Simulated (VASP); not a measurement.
# Al12Cl in VASP: single point with PBE+D3(BJ)

Aim: the single point of Al12Cl with PBE+D3(BJ).

All numbers are computed with VASP 6.6.1; they aren't measurements. Logs are shortened: lines on timing, memory, paths and dates and some standing lists are left out, and cuts for length are marked.

### 1 The cell of the first run

The cell holds a slab with vacuum, 13 atoms: a = 5.631 Å, b = 5.631 Å, c = 21.250 Å, α = 90.00°, β = 90.00°, γ = 90.00°.

### 2 Single point, PBE+D3(BJ)

INCAR reads:

```
SYSTEM = Al12Cl
PREC = Accurate
ENCUT = 520
EDIFF = 1E-6
ISMEAR = 0
SIGMA = 0.1
LREAL = .FALSE.
LASPH = .TRUE.
NELM = 80
ALGO = Normal
ISIF = 2
LWAVE = .FALSE.
LCHARG = .FALSE.
LDIPOL = .TRUE.
IDIPOL = 3
DIPOL = 0.5 0.5 0.305
GGA = PE
IVDW = 12
NBANDS = 34
```

KPOINTS reads:

```
regular mesh
0
G
  5 5 1
  0 0 0
```

POSCAR reads:

```
Al12Cl
1.0
    5.6314608543      0.0000000000      0.0000000000
    0.0000000000      5.6314608543      0.0000000000
    0.0000000000      0.0000000000     21.2495691137
Al Cl
12 1
Direct
    0.2500000000      0.2500000000      0.1882391110
    0.2500000000      0.7500000000      0.1882391110
    0.7500000000      0.2500000000      0.1882391110
    0.7500000000      0.7500000000      0.1882391110
    0.0000000000      0.0000000000      0.2857534285
    0.0000000000      0.5000000000      0.2857534285
    0.5000000000      0.0000000000      0.2857534285
    0.5000000000      0.5000000000      0.2857534285
    0.2500000000      0.2500000000      0.3835169113
    0.2500000000      0.7500000000      0.3835169113
    0.7500000000      0.2500000000      0.3835169113
    0.7500000000      0.7500000000      0.3835169113
    0.3333333333      0.4166666667      0.5294022224
```

Potentials or basis: VASP PAW PBE potentials, release 64 (Al, Cl).

On the command line:

```
> cat potpaw_PBE.64/Al/POTCAR potpaw_PBE.64/Cl/POTCAR > POTCAR
> mpirun -np 1 vasp_std > vasp.out
```

OUTCAR:

```text
SYSTEM = Al12Cl
   PREC = Accurate
   ENCUT = 520
   EDIFF = 1E-6
   ISMEAR = 0
   LREAL = .FALSE.
   LASPH = .TRUE.
   NELM = 80
   ISIF = 2
   GGA = PE
   IVDW = 12
 IVDW          = 12

 ion  position               nearest neighbor table
   1  0.250  0.250  0.188-   2 2.82   3 2.82   2 2.82   3 2.82   7 2.87   8 2.87   5 2.87   6 2.87

   2  0.250  0.750  0.188-   1 2.82   4 2.82   1 2.82   4 2.82   7 2.87   8 2.87   5 2.87   6 2.87

   3  0.750  0.250  0.188-   1 2.82   4 2.82   4 2.82   1 2.82   7 2.87   8 2.87   5 2.87   6 2.87

   4  0.750  0.750  0.188-   2 2.82   3 2.82   3 2.82   2 2.82   7 2.87   8 2.87   5 2.87   6 2.87

   5  0.000  0.000  0.286-   6 2.82   7 2.82   6 2.82   7 2.82   1 2.87   2 2.87   3 2.87   4 2.87
                            11 2.88  12 2.88   9 2.88  10 2.88
   6  0.000  0.500  0.286-   5 2.82   8 2.82   5 2.82   8 2.82   1 2.87   2 2.87   3 2.87   4 2.87
                            11 2.88  12 2.88   9 2.88  10 2.88
   7  0.500  0.000  0.286-   5 2.82   8 2.82   8 2.82   5 2.82   1 2.87   2 2.87   3 2.87   4 2.87
                            11 2.88  12 2.88   9 2.88  10 2.88
   8  0.500  0.500  0.286-   6 2.82   7 2.82   7 2.82   6 2.82   1 2.87   2 2.87   3 2.87   4 2.87
                            11 2.88  12 2.88   9 2.88  10 2.88
   9  0.250  0.250  0.384-  10 2.82  11 2.82  10 2.82  11 2.82   5 2.88   6 2.88   7 2.88   8 2.88

  10  0.250  0.750  0.384-   9 2.82  12 2.82   9 2.82  12 2.82   5 2.88   6 2.88   7 2.88   8 2.88

  11  0.750  0.250  0.384-   9 2.82  12 2.82  12 2.82   9 2.82   5 2.88   6 2.88   7 2.88   8 2.88

  12  0.750  0.750  0.384-  10 2.82  11 2.82  11 2.82  10 2.82   5 2.88   6 2.88   7 2.88   8 2.88

  13  0.333  0.417  0.529-

  LATTYP: Found a simple tetragonal cell.
 ALAT       =     5.6314608543
 C/A-ratio  =     3.7733671002

  Lattice vectors:

 A1 = (   5.6314608543,   0.0000000000,   0.0000000000)
 A2 = (   0.0000000000,   5.6314608543,   0.0000000000)
 A3 = (   0.0000000000,   0.0000000000,  21.2495691137)

Analysis of symmetry for initial positions (statically):
=====================================================================
 Subroutine PRICEL returns:
 Original cell was already a primitive cell.

 Routine SETGRP: Setting up the symmetry group for a
 simple tetragonal supercell.

 Subroutine GETGRP returns: Found  1 space group operations
 (whereof  1 operations were pure point group operations)
 out of a pool of 16 trial point group operations.

The static configuration has the point symmetry C_1 .

Analysis of symmetry for dynamics (positions and initial velocities):
=====================================================================
 Subroutine PRICEL returns:
 Original cell was already a primitive cell.

 Routine SETGRP: Setting up the symmetry group for a
 simple tetragonal supercell.

 Subroutine GETGRP returns: Found  1 space group operations
 (whereof  1 operations were pure point group operations)
 out of a pool of 16 trial point group operations.

The dynamic configuration has the point symmetry C_1 .

 Subroutine INISYM returns: Found  1 space group operations
 (whereof  1 operations are pure point group operations),
 and found     1 'primitive' translations

----------------------------------------------------------------------------------------

                                     Primitive cell

  volume of cell :     673.8951

  direct lattice vectors                    reciprocal lattice vectors
     5.631460854  0.000000000  0.000000000     0.177573817  0.000000000  0.000000000
     0.000000000  5.631460854  0.000000000     0.000000000  0.177573817  0.000000000
     0.000000000  0.000000000 21.249569114     0.000000000  0.000000000  0.047059778

  length of vectors
     5.631460854  5.631460854 21.249569114     0.177573817  0.177573817  0.047059778

  position of ions in fractional coordinates (direct lattice)
     0.250000000  0.250000000  0.188239111
     0.250000000  0.750000000  0.188239111
     0.750000000  0.250000000  0.188239111
     0.750000000  0.750000000  0.188239111
     0.000000000  0.000000000  0.285753429
     0.000000000  0.500000000  0.285753429
     0.500000000  0.000000000  0.285753429
     0.500000000  0.500000000  0.285753429
     0.250000000  0.250000000  0.383516911
     0.250000000  0.750000000  0.383516911
     0.750000000  0.250000000  0.383516911
     0.750000000  0.750000000  0.383516911
     0.333333333  0.416666667  0.529402222

  ion indices of the primitive-cell ions
   primitive index   ion index
                 1           1
                 2           2
                 3           3
                 4           4
                 5           5
                 6           6
                 7           7
                 8           8
                 9           9
                10          10
                11          11
                12          12
                13          13

----------------------------------------------------------------------------------------

 KPOINTS: regular mesh

Automatic generation of k-mesh.
 Grid dimensions read from file:
 generate k-points for:    5    5    1

 Generating k-lattice:

  Cartesian coordinates                     Fractional coordinates (reciprocal lattice)
     0.035514763  0.000000000  0.000000000     0.200000000  0.000000000  0.000000000
     0.000000000  0.035514763  0.000000000     0.000000000  0.200000000  0.000000000
     0.000000000  0.000000000  0.047059778     0.000000000  0.000000000  1.000000000

  Length of vectors
     0.035514763  0.035514763  0.047059778

  Shift w.r.t. Gamma in fractional coordinates (k-lattice)
     0.000000000  0.000000000  0.000000000

 Subroutine IBZKPT returns following result:
 ===========================================

 Found     13 irreducible k-points:

 Following reciprocal coordinates:
            Coordinates               Weight
  0.000000  0.000000  0.000000      1.000000
  0.200000  0.000000  0.000000      2.000000
  0.000000  0.200000  0.000000      2.000000
  0.400000  0.000000  0.000000      2.000000
  0.000000  0.400000  0.000000      2.000000
  0.200000  0.200000  0.000000      2.000000
 -0.200000  0.200000  0.000000      2.000000
  0.400000  0.200000  0.000000      2.000000
 -0.200000  0.400000  0.000000      2.000000
 -0.400000  0.200000  0.000000      2.000000
  0.200000  0.400000  0.000000      2.000000
  0.400000  0.400000  0.000000      2.000000
 -0.400000  0.400000  0.000000      2.000000
   k-points           NKPTS =     13   k-points in BZ     NKDIM =     13   number of bands    NBANDS=     34
   number of dos      NEDOS =    301   number of ions     NIONS =     13
   total plane-waves  NPLWV = 282240
   dimension x,y,z NGX =    42 NGY =   42 NGZ =  160
   dimension x,y,z NGXF=    84 NGYF=   84 NGZF=  320
   ions per type =              12   1
   NGX,Y,Z   is equivalent  to a cutoff of  12.40, 12.40, 12.52 a.u.
   NGXF,Y,Z  is equivalent  to a cutoff of  24.80, 24.80, 25.04 a.u.
 SYSTEM =  Al12Cl
   PREC   = accura    normal or accurate (medium, high low for compatibility)
   ISTART =      0    job   : 0-new  1-cont  2-samecut
   ICHARG =      2    charge: 1-file 2-atom 10-const
   ISPIN  =      1    spin polarized calculation?
   LNONCOLLINEAR =      F non collinear calculations
   LSORBIT =      F    spin-orbit coupling
   LASPH  =      T    aspherical Exc in radial PAW
   ENCUT  =  520.0 eV  38.22 Ry    6.18 a.u.  10.47 10.47 39.51*2*pi/ulx,y,z
   NELM   =     80;   NELMIN=  2; NELMDL= -5     # of ELM steps
   EDIFF  = 0.1E-05   stopping-criterion for ELM
   LREAL  =      F    real-space projection
[... 7 lines left out ...]
   TEBEG  =    0.0;   TEEND  =   0.0 temperature during run
   PSTRESS=    0.0 pullay stress
   NELECT =      43.0000    total number of electrons
   NUPDOWN=      -1.0000    fix difference up-down
   EMIN   =  10.00;   EMAX   =-10.00  energy-range for DOS
   EFERMI =   0.00;   METHOD = LEGACY
   ISMEAR =     0;   SIGMA  =   0.10  broadening in eV -4-tet -1-fermi 0-gaus
   EFERMI_NEDOS =   21; number of points for ismear=-14 and -15
   IALGO  =     38    algorithm
   IMIX   =      4    mixing-type and parameters
     AMIX     =   0.40;   BMIX     =  1.00
     AMIX_MAG =   1.60;   BMIX_MAG =  1.00
  volume/ion in A,a.u.               =      51.84       349.82
  Fermi-wavevector in a.u.,A,eV,Ry     =   0.654184  1.236229  5.822713  0.427957
  Thomas-Fermi vector in A             =   1.724662
   LORBIT       =      0    0 simple, 1 ext, 2 COOP (PROOUT), +10 PAW based schemes
   GGA     = PE    functional components
   LHFCALC =     F    Hartree Fock is set to
   AEXX    =    0.0000 exact exchange contribution
   IVDW    =    12    specifies the selected vdW correction
   LEPSILON=     F    determine dielectric tensor
   LRPA    =     F    only Hartree local field effects (RPA)
 non-spin polarized calculation
 Gauss-broadening in eV      SIGMA  =   0.10
  energy-cutoff  :      520.00
  volume of cell :      673.90
 maximum number of plane-waves:     18227
 NGX is ok and might be reduce to    42
   NGX = 21   NGY = 21   NGZ = 79

 dipolmoment           0.000000      0.000000     -0.010242 electrons x Angstroem

 number of electron      43.0000001 magnetization

 dipolmoment           0.000000      0.000000      0.550124 electrons x Angstroem

 Free energy of the ion-electron system (eV)
  ---------------------------------------------------
  ext. energy  EPLUGINS =         0.00000000
  ---------------------------------------------------
  free energy    TOTEN  =       -43.42243242 eV

  energy without entropy =      -43.40016006  energy(sigma->0) =      -43.41129624

 E-fermi :  -1.4418     XC(G=0):  -4.3354

 val. band max:       -1.4533670549   @ k =   0.4000   0.0000   0.0000
 cond. band min:      -1.4345911181   @ k =   0.0000   0.0000   0.0000
 fundamental gap:      0.0187759368
 Fermi energy:        -1.4418131753

 k-point     1 :       0.0000    0.0000    0.0000
  band No.  band energies     occupation
      1     -13.9681      2.00000
      2     -11.7670      2.00000
      3      -9.6173      2.00000
      4      -7.2581      2.00000
      5      -7.2530      2.00000
      6      -7.1340      2.00000
[... 25 lines left out ...]
     32       1.6325      0.00000
     33       1.6380      0.00000

 k-point     2 :       0.2000    0.0000    0.0000
  band No.  band energies     occupation
      1     -13.9673      2.00000
      2     -11.5813      2.00000
      3      -9.4339      2.00000
      4      -8.8246      2.00000
      5      -7.0771      2.00000
      6      -6.9532      2.00000
[... 25 lines left out ...]
     32       1.3999      0.00000
     33       1.5663      0.00000
[... 358 lines left out ...]
     32       1.6409      0.00000
     33       1.7268      0.00000

 k-point    13 :      -0.4000    0.4000    0.0000
  band No.  band energies     occupation
      1     -13.9637      2.00000
      2     -10.2881      2.00000
      3      -9.3729      2.00000
      4      -9.3703      2.00000
      5      -8.4616      2.00000
      6      -8.1560      2.00000
[... 25 lines left out ...]
     32       1.6417      0.00000
     33       1.7263      0.00000
 [bands above 33 left out]

------------------------ aborting loop because EDIFF is reached ----------------------------------------

 vacuum level on the upper side and lower side of the slab       (xc-potential included)         1.365        -1.677

 Edisp (eV)   -2.72579

 E8    (eV) :    -1.2658

  FORCE on cell =-STRESS in cart. coord.  units (eV):
  Direction    XX          YY          ZZ          XY          YZ          ZX
  --------------------------------------------------------------------------------------
  -------------------------------------------------------------------------------------
  Total      -6.45851    -6.64034    -6.35889    -0.00518    -0.30718    -0.28499
  in kB     -15.35503   -15.78732   -15.11819    -0.01231    -0.73031    -0.67755
  external pressure =      -15.42 kB  Pullay stress =        0.00 kB

 VOLUME and BASIS-vectors are now :
 -----------------------------------------------------------------------------
  energy-cutoff  :      520.00
  volume of cell :      673.90
      direct lattice vectors                 reciprocal lattice vectors
     5.631460854  0.000000000  0.000000000     0.177573817  0.000000000  0.000000000
     0.000000000  5.631460854  0.000000000     0.000000000  0.177573817  0.000000000
     0.000000000  0.000000000 21.249569114     0.000000000  0.000000000  0.047059778

 POSITION                                       TOTAL-FORCE (eV/Angst)
 -----------------------------------------------------------------------------------
      1.40787      1.40787      4.00000         0.002886      0.019244      0.106516
      1.40787      4.22360      4.00000        -0.015084     -0.023558      0.076508
      4.22360      1.40787      4.00000        -0.006708     -0.035461      0.042296
      4.22360      4.22360      4.00000         0.013310      0.034991     -0.034575
      0.00000      0.00000      6.07214        -0.040447     -0.014790     -0.028444
      0.00000      2.81573      6.07214         0.010395      0.018060      0.032771
      2.81573      0.00000      6.07214         0.040768      0.002940      0.001220
      2.81573      2.81573      6.07214        -0.000530      0.006047      0.077108
      1.40787      1.40787      8.14957         0.040749      0.081631      0.854038
      1.40787      4.22360      8.14957        -0.007839     -0.004472      0.335951
      4.22360      1.40787      8.14957         0.021989     -0.043652      0.159494
      4.22360      4.22360      8.14957         0.033026      0.056215      0.117975
      1.87715      2.34644     11.24957        -0.092516     -0.097193     -1.740859
 -----------------------------------------------------------------------------------
    total drift:                                0.000021     -0.000028      0.000062

  FREE ENERGIE OF THE ION-ELECTRON SYSTEM (eV)
  ---------------------------------------------------
  free  energy   TOTEN  =       -46.1482223174 eV

  energy  without entropy=      -46.1259499616  energy(sigma->0) =      -46.13708614

 vacuum level on the upper side and lower side of the slab         5.972         2.835
```

Run time: 8.9 min. Hardware: 1 thread of Intel Xeon 6975P-C (Granite Rapids), shared host; peak memory 0.68 GiB.

What came out:

- Free energy: -46.1482 eV
- Largest force: 1.746 eV/Å
- Band gap on the k mesh: zero (an odd number of electrons rules out a gap without spin polarisation)
- Dispersion energy per atom: -0.210 eV

Forces on the atoms (eV/Å):
```
Al   0.003  0.019  0.107
Al  -0.015 -0.024  0.077
Al  -0.007 -0.035  0.042
Al   0.013  0.035 -0.035
Al  -0.040 -0.015 -0.028
Al   0.010  0.018  0.033
Al   0.041  0.003  0.001
Al  -0.001  0.006  0.077
Al   0.041  0.082  0.854
Al  -0.008 -0.004  0.336
Al   0.022 -0.044  0.159
Al   0.033  0.056  0.118
Cl  -0.093 -0.097 -1.741
```

Caveat: an odd number of electrons without spin polarisation forces a metal; a magnetic or distorted state may lie lower.
